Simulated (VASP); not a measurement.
Crystal: MnO.

```
Mn O
1.0
     0.00000    2.22200    2.22200
     2.22200    0.00000    2.22200
     2.22200    2.22200    0.00000
Mn O
1 1
Direct
  0.00000 0.00000 0.00000
  0.50000 0.50000 0.50000
```

Base run:

* Program: VASP 6.6.1
* Functional: PBE
* Potentials or basis: VASP PAW PBE potentials, release 64 (Mn_pv, O)
* Cutoff: 520 eV
* k mesh: 9 × 9 × 9
* Occupations: fermi-dirac, width 0.05 eV
* Spin: collinear spin, ferromagnetic start
* Starting moments: [5.0, 0.0] μB
* Fixed moment: 5 μB

Its results: pressure 5.3 GPa; net moment 5.00 μB per cell; site moments Mn +4.48; O +0.24 μB.

Q: The run is repeated on the same cell with these changes: k mesh from 9 × 9 × 9 to 10 × 10 × 10; fixed moment from 5 μB to none. What comes out?

A: Pressure 0.6 GPa; net moment 4.79 μB per cell; site moments Mn +4.34; O +0.20 μB.

Caveats: a cell with one magnetic atom can't hold antiferromagnetic order, which such compounds often take; the total moment is fixed, so each spin has its own Fermi level (some runs).
